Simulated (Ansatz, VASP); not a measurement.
# Two plane-wave programs on Li2S

Contents of INCAR:

```
PREC     = Accurate       # precision mode
ENCUT    = 750            # plane-wave cutoff, eV
EDIFF    = 1E-6           # SCF threshold, eV
ISMEAR   = 0              # smearing method
SIGMA    = 0.01           # smearing width, eV
LREAL    = False          # projectors in reciprocal space
LASPH    = True           # aspherical terms in the spheres
NELM     = 120            # most SCF steps
ALGO     = Normal         # electronic algorithm
ISIF     = 2              # what is computed and relaxed
LWAVE    = False          # write WAVECAR
LCHARG   = True           # write CHGCAR
GGA      = PE             # functional
LELF     = True           # ELF
LVHAR    = True         
NBANDS   = 13             # bands
GGA_COMPAT= False
```

The input KPOINTS:

```
Automatic mesh
0
Gamma
  6 6 6
```

File POSCAR:

```
Li2S
1.0
    0.0000000000      2.8528159655      2.8528159655
    2.8528159655      0.0000000000      2.8528159655
    2.8528159655      2.8528159655      0.0000000000
Li S
2 1
Direct
    0.2500000000      0.2500000000      0.2500000000
    0.7500000000      0.7500000000      0.7500000000
    0.0000000000      0.0000000000      0.0000000000
```

Input for Ansatz:

```yaml
crystal:
  lattice:
    - [0.0, 2.8528159655, 2.8528159655]
    - [2.8528159655, 0.0, 2.8528159655]
    - [2.8528159655, 2.8528159655, 0.0]
  atoms:
    - { symbol: Li, position: [0.25, 0.25, 0.25] }
    - { symbol: Li, position: [0.75, 0.75, 0.75] }
    - { symbol: S, position: [0.0, 0.0, 0.0] }
kpoints:
  mp_grid: { grid: [6, 6, 6] }
hamiltonian:
  xc: pbe
scf:
  occupations: { method: fixed }
  n_extra_bands: 4
output:
  forces: true
  stress: true
  eigenvalues: true
```

Alike in both runs: task single point; functional PBE; k mesh 6 × 6 × 6; no spin polarisation.

|  | VASP | Ansatz |
| --- | --- | --- |
| version | VASP 6.6.1 | Ansatz 0.2.0 |
| potentials or method | VASP PAW PBE potentials, release 64 (Li_sv, S) | plane waves, PAW |
| plane-wave cutoff (eV) | 750 | 420 |
| occupations | gaussian, width 0.01 eV | fixed |
| valence electrons in the cell | 12 | 12 |

```tsv
	VASP	Ansatz	Ansatz less VASP
gap on the k mesh at the Fermi level (eV)	3.39	3.39	+0.001
pressure (GPa)	-0.1	0.0	+0.13
```
